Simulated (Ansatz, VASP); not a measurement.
**Ca: VASP beside Ansatz**

```
Ca
1.0
     0.00000    2.79420    2.79420
     2.86406    0.00000    2.79420
     2.86406    2.79420    0.00000
Ca
1
Direct
  0.00000 0.00000 0.00000
```

Change from the starting cell: strain +0.0250 x Voigt [1, 0, 0, 0, 0, 0], atoms carried along.

Alike in both runs: task single point; functional r2SCAN; k mesh 14 × 14 × 14; occupations gaussian, width 0.15 eV; no spin polarisation.

|  | VASP | Ansatz |
| --- | --- | --- |
| version | VASP 6.6.1 | Ansatz 0.2.0 |
| potentials or method | VASP PAW PBE potentials, release 64 (Ca_sv), cutoff 520 eV | scalar-relativistic, plane waves, PAW |
| valence electrons in the cell | 10 | 10 |

```csv
,VASP,Ansatz,Ansatz less VASP
gap on the k mesh at the Fermi level (eV),none,none,-
pressure (GPa),-0.6,-0.6,-0.04
"traceless stress, the component that is largest in VASP (GPa)",-0.14,-0.14,-0.001
```

VASP's potentials were made for PBE, not for r2SCAN. A gap of «none» marks a metal or a gap that the smearing closes. With one functional, cell and mesh, what is left measures potentials, basis and numerics.
